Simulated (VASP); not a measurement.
# MgS (gw) (R3m) in VASP: further runs

The runs below take MgS (gw) through single point, with PBEsol.

Program: VASP 6.6.1. These are calculated values, not measurements. Logs are shortened: lines on timing, memory, paths and dates and some standing lists are left out, and cuts for length are marked.

### 1 The cell of the first run

The structure is trigonal, space group R3m (No. 160). The conventional cell has a = 3.974 Å, b = 3.974 Å, c = 9.984 Å, α = 90.00°, β = 90.00°, γ = 120.00°. Within 3.2 Å of Mg (site symmetry 3m) lie 4 S at 2.45 to 2.47 Å. S (site symmetry 3m) has 4 Mg at 2.45 to 2.47 Å within 3.2 Å.

### 2 Single point, PBEsol

Input file INCAR:

```
ALGO     = Normal         # electronic algorithm
EDIFF    = 1E-6           # SCF threshold, eV
ENCUT    = 600            # plane-wave cutoff, eV
GGA      = PS             # functional
GGA_COMPAT= False        
ISIF     = 2              # what is computed and relaxed
ISMEAR   = 0              # smearing method
LASPH    = True           # aspherical terms in the spheres
LCHARG   = False          # write CHGCAR
LREAL    = False          # projectors in reciprocal space
LWAVE    = False          # write WAVECAR
NBANDS   = 11             # bands
NELM     = 120            # most SCF steps
PREC     = Accurate       # precision mode
SIGMA    = 0.01           # smearing width, eV
```

Input file KPOINTS:

```
k-points
0
Gamma
  6 6 6
```

Input file POSCAR:

```
MgS
1.0
    0.0481021088      2.8581645137      2.8581645137
    2.8581645137      0.0481021088      2.8581645137
    2.8581645137      2.8581645137      0.0481021088
Mg S
1 1
Direct
    0.0015391965      0.0015391965      0.0015391965
    0.2484608035      0.2484608035      0.2484608035
```

Potentials or basis: VASP PAW PBE potentials, release 64 (Mg, S).

Launch:

```
> cat potpaw_PBE.64/Mg/POTCAR potpaw_PBE.64/S/POTCAR > POTCAR
> mpirun -np 1 vasp_std > vasp.out
```

OUTCAR:

```text
EDIFF = 1E-6
   ENCUT = 600
   GGA = PS
   ISIF = 2
   ISMEAR = 0
   LASPH = True
   LREAL = False
   NELM = 120
   PREC = Accurate

 ion  position               nearest neighbor table
   1  0.002  0.002  0.002-   2 2.45   2 2.45   2 2.45   2 2.47
   2  0.248  0.248  0.248-   1 2.45   1 2.45   1 2.45   1 2.47

  LATTYP: Found a trigonal (rhomboedric) cell.
 ALAT       =     4.0423412260
 COS(alpha) =     0.5167565372

  Lattice vectors:

 A1 = (   0.0481021088,   2.8581645137,   2.8581645137)
 A2 = (   2.8581645137,   0.0481021088,   2.8581645137)
 A3 = (   2.8581645137,   2.8581645137,   0.0481021088)

Analysis of symmetry for initial positions (statically):
=====================================================================
 Subroutine PRICEL returns:
 Original cell was already a primitive cell.

 Routine SETGRP: Setting up the symmetry group for a
 trigonal (rhombohedral) supercell.

 Subroutine GETGRP returns: Found  6 space group operations
 (whereof  6 operations were pure point group operations)
 out of a pool of 12 trial point group operations.

The static configuration has the point symmetry C_3v.

Analysis of symmetry for dynamics (positions and initial velocities):
=====================================================================
 Subroutine PRICEL returns:
 Original cell was already a primitive cell.

 Routine SETGRP: Setting up the symmetry group for a
 trigonal (rhombohedral) supercell.

 Subroutine GETGRP returns: Found  6 space group operations
 (whereof  6 operations were pure point group operations)
 out of a pool of 12 trial point group operations.

The dynamic configuration has the point symmetry C_3v.

 Subroutine INISYM returns: Found  6 space group operations
 (whereof  6 operations are pure point group operations),
 and found     1 'primitive' translations

----------------------------------------------------------------------------------------

                                     Primitive cell

  volume of cell :      45.5185

  direct lattice vectors                    reciprocal lattice vectors
     0.048102109  2.858164514  2.858164514    -0.179416770  0.176447213  0.176447213
     2.858164514  0.048102109  2.858164514     0.176447213 -0.179416770  0.176447213
     2.858164514  2.858164514  0.048102109     0.176447213  0.176447213 -0.179416770

  length of vectors
     4.042341226  4.042341226  4.042341226     0.307339577  0.307339577  0.307339577

  position of ions in fractional coordinates (direct lattice)
     0.001539196  0.001539196  0.001539196
     0.248460804  0.248460804  0.248460804

  ion indices of the primitive-cell ions
   primitive index   ion index
                 1           1
                 2           2

----------------------------------------------------------------------------------------

 KPOINTS: k-points

Automatic generation of k-mesh.
 Grid dimensions read from file:
 generate k-points for:    6    6    6

 Generating k-lattice:

  Cartesian coordinates                     Fractional coordinates (reciprocal lattice)
    -0.029902795  0.029407869  0.029407869     0.166666667  0.000000000  0.000000000
     0.029407869 -0.029902795  0.029407869     0.000000000  0.166666667  0.000000000
     0.029407869  0.029407869 -0.029902795     0.000000000  0.000000000  0.166666667

  Length of vectors
     0.051223263  0.051223263  0.051223263

  Shift w.r.t. Gamma in fractional coordinates (k-lattice)
     0.000000000  0.000000000  0.000000000

 Subroutine IBZKPT returns following result:
 ===========================================

 Found     32 irreducible k-points:

 Following reciprocal coordinates:
            Coordinates               Weight
  0.000000  0.000000  0.000000      1.000000
  0.166667  0.000000  0.000000      6.000000
  0.333333  0.000000  0.000000      6.000000
  0.500000  0.000000  0.000000      3.000000
  0.166667  0.166667 -0.000000      6.000000
  0.333333  0.166667 -0.000000     12.000000
[... 16 lines left out ...]
  0.500000  0.500000  0.166667      6.000000
 -0.333333  0.500000  0.166667     12.000000
 [... further k-points ...]
   k-points           NKPTS =     32   k-points in BZ     NKDIM =     32   number of bands    NBANDS=     11
   number of dos      NEDOS =    301   number of ions     NIONS =      2
   total plane-waves  NPLWV =  32768
   dimension x,y,z NGX =    32 NGY =   32 NGZ =   32
   dimension x,y,z NGXF=    64 NGYF=   64 NGZF=   64
   ions per type =               1   1
   NGX,Y,Z   is equivalent  to a cutoff of  13.16, 13.16, 13.16 a.u.
   NGXF,Y,Z  is equivalent  to a cutoff of  26.32, 26.32, 26.32 a.u.
 SYSTEM =  unknown system
   PREC   = accura    normal or accurate (medium, high low for compatibility)
   ISTART =      0    job   : 0-new  1-cont  2-samecut
   ICHARG =      2    charge: 1-file 2-atom 10-const
   ISPIN  =      1    spin polarized calculation?
   LNONCOLLINEAR =      F non collinear calculations
   LSORBIT =      F    spin-orbit coupling
   LASPH  =      T    aspherical Exc in radial PAW
   ENCUT  =  600.0 eV  44.10 Ry    6.64 a.u.   8.07  8.07  8.07*2*pi/ulx,y,z
   NELM   =    120;   NELMIN=  2; NELMDL= -5     # of ELM steps
   EDIFF  = 0.1E-05   stopping-criterion for ELM
   LREAL  =      F    real-space projection
[... 7 lines left out ...]
   TEBEG  =    0.0;   TEEND  =   0.0 temperature during run
   PSTRESS=    0.0 pullay stress
   NELECT =       8.0000    total number of electrons
   NUPDOWN=      -1.0000    fix difference up-down
   EMIN   =  10.00;   EMAX   =-10.00  energy-range for DOS
   EFERMI =   0.00;   METHOD = LEGACY
   ISMEAR =     0;   SIGMA  =   0.01  broadening in eV -4-tet -1-fermi 0-gaus
   EFERMI_NEDOS =   21; number of points for ismear=-14 and -15
   IALGO  =     38    algorithm
   IMIX   =      4    mixing-type and parameters
     AMIX     =   0.40;   BMIX     =  1.00
     AMIX_MAG =   1.60;   BMIX_MAG =  1.00
  volume/ion in A,a.u.               =      22.76       153.59
  Fermi-wavevector in a.u.,A,eV,Ry     =   0.917013  1.732903 11.441307  0.840912
  Thomas-Fermi vector in A             =   2.041933
   LORBIT       =      0    0 simple, 1 ext, 2 COOP (PROOUT), +10 PAW based schemes
   GGA     = PS    functional components
   LHFCALC =     F    Hartree Fock is set to
   AEXX    =    0.0000 exact exchange contribution
   IVDW    =     0    specifies the selected vdW correction
   LEPSILON=     F    determine dielectric tensor
   LRPA    =     F    only Hartree local field effects (RPA)
 non-spin polarized calculation
 Gauss-broadening in eV      SIGMA  =   0.01
  energy-cutoff  :      600.00
  volume of cell :       45.52
 maximum number of plane-waves:      1538
   NGX = 17   NGY = 17   NGZ = 17

 number of electron       8.0000000 magnetization

 Free energy of the ion-electron system (eV)
  ---------------------------------------------------
  ext. energy  EPLUGINS =         0.00000000
  ---------------------------------------------------
  free energy    TOTEN  =        -8.91322343 eV

  energy without entropy =       -8.91322343  energy(sigma->0) =       -8.91322343

 E-fermi :   1.0859     XC(G=0):  -8.5649

 val. band max:        1.0360351754   @ k =   0.0000   0.0000   0.0000
 cond. band min:       4.2539035216   @ k =   0.0000   0.0000   0.0000
 fundamental gap:      3.2178683462
 Fermi energy:         1.0859253596

 k-point     1 :       0.0000    0.0000    0.0000
  band No.  band energies     occupation
      1     -10.2744      2.00000
      2       0.8841      2.00000
      3       1.0360      2.00000
      4       1.0360      2.00000
      5       4.2539      0.00000
      6       8.6349      0.00000
      7       8.9620      0.00000
      8       8.9620      0.00000
      9      11.7641      0.00000
     10      11.7641      0.00000
     11      14.4841      0.00000

 k-point     2 :       0.1667    0.0000    0.0000
  band No.  band energies     occupation
      1     -10.1189      2.00000
      2      -0.0819      2.00000
      3       0.8150      2.00000
      4       0.9356      2.00000
      5       5.2637      0.00000
      6       8.6399      0.00000
      7       8.9471      0.00000
      8       9.2033      0.00000
      9      11.0659      0.00000
     10      11.1891      0.00000
     11      13.5177      0.00000

 k-point     3 :       0.3333    0.0000    0.0000
  band No.  band energies     occupation
      1      -9.7703      2.00000
      2      -1.5556      2.00000
      3       0.6579      2.00000
      4       0.7539      2.00000
      5       5.9494      0.00000
      6       8.6773      0.00000
      7       8.8641      0.00000
      8       9.0378      0.00000
      9      11.9498      0.00000
     10      12.2598      0.00000
     11      12.8817      0.00000

 k-point     4 :       0.5000    0.0000    0.0000
  band No.  band energies     occupation
      1      -9.5716      2.00000
      2      -2.1736      2.00000
      3       0.5870      2.00000
      4       0.6710      2.00000
      5       5.9281      0.00000
      6       8.3845      0.00000
      7       8.5646      0.00000
      8       9.3921      0.00000
      9      13.6643      0.00000
     10      13.9652      0.00000
     11      14.3455      0.00000

 k-point     5 :       0.1667    0.1667   -0.0000
  band No.  band energies     occupation
      1     -10.0710      2.00000
      2      -0.0876      2.00000
      3       0.6246      2.00000
      4       0.7386      2.00000
      5       5.6019      0.00000
      6       7.9799      0.00000
      7       9.4902      0.00000
      8       9.6716      0.00000
      9       9.7012      0.00000
     10      12.2324      0.00000
     11      15.4253      0.00000
[... 211 lines left out ...]
 k-point    21 :      -0.3333    0.3333    0.1667
  band No.  band energies     occupation
      1      -9.4108      2.00000
      2      -1.5909      2.00000
      3      -0.7033      2.00000
      4       0.0675      2.00000
      5       6.5832      0.00000
      6       7.8922      0.00000
      7       9.3082      0.00000
      8      10.1345      0.00000
      9      12.0077      0.00000
     10      14.0248      0.00000
     11      15.4044      0.00000

 k-point    22 :      -0.1667    0.3333    0.1667
  band No.  band energies     occupation
      1      -9.5359      2.00000
      2      -1.4931      2.00000
      3      -0.3356      2.00000
      4       0.2580      2.00000
      5       6.4870      0.00000
      6       7.9406      0.00000
      7       8.2847      0.00000
      8      10.6462      0.00000
      9      11.5463      0.00000
     10      14.5935      0.00000
     11      15.4081      0.00000

 k-point    23 :       0.5000    0.5000    0.1667
  band No.  band energies     occupation
      1      -9.4340      2.00000
      2      -1.6574      2.00000
      3      -0.4618      2.00000
      4       0.1710      2.00000
      5       5.4563      0.00000
      6       7.2483      0.00000
      7      10.4641      0.00000
      8      11.4289      0.00000
      9      12.4493      0.00000
     10      14.3440      0.00000
     11      15.2336      0.00000

 k-point    24 :      -0.3333    0.5000    0.1667
  band No.  band energies     occupation
      1      -9.3558      2.00000
      2      -1.5482      2.00000
      3      -0.6011      2.00000
      4      -0.2914      2.00000
      5       5.7986      0.00000
      6       7.7381      0.00000
      7      10.1254      0.00000
      8      10.3950      0.00000
      9      13.3452      0.00000
     10      14.7110      0.00000
     11      14.7872      0.00000

 [... further k-points ...]

------------------------ aborting loop because EDIFF is reached ----------------------------------------

  FORCE on cell =-STRESS in cart. coord.  units (eV):
  Direction    XX          YY          ZZ          XY          YZ          ZX
  --------------------------------------------------------------------------------------
  -------------------------------------------------------------------------------------
  Total       -0.1636713     -0.1636713     -0.1636713     -0.1423617     -0.1423617     -0.1423617
  in kB       -5.7609585     -5.7609585     -5.7609585     -5.0108949     -5.0108949     -5.0108949
  external PRESSURE =      -5.7609585 kB  Pullay stress =       0.0000000 kB

 VOLUME and BASIS-vectors are now :
 -----------------------------------------------------------------------------
  energy-cutoff  :      600.00
  volume of cell :       45.52
      direct lattice vectors                 reciprocal lattice vectors
     0.048102109  2.858164514  2.858164514    -0.179416770  0.176447213  0.176447213
     2.858164514  0.048102109  2.858164514     0.176447213 -0.179416770  0.176447213
     2.858164514  2.858164514  0.048102109     0.176447213  0.176447213 -0.179416770

 POSITION                                       TOTAL-FORCE (eV/Angst)
 -----------------------------------------------------------------------------------
      0.00887      0.00887      0.00887         0.001080      0.001080      0.001080
      1.43224      1.43224      1.43224        -0.001080     -0.001080     -0.001080
 -----------------------------------------------------------------------------------
    total drift:                               -0.000358     -0.000358     -0.000358

  FREE ENERGIE OF THE ION-ELECTRON SYSTEM (eV)
  ---------------------------------------------------
  free  energy   TOTEN  =        -8.9132234268 eV

  energy  without entropy=       -8.9132234268  energy(sigma->0) =       -8.91322343
```

It took 6.6 s on 1 thread of Intel Xeon 6975P-C (Granite Rapids), shared host; peak memory 0.17 GiB.

What came out:

* Free energy: -8.9132 eV
* Pressure: -0.6 GPa
* Band gap on the k mesh: 3.22 eV, direct

Caveat: the PAW data sets were made with another functional, which shifts forces and pressure a little.

[end of part 1 of 2]
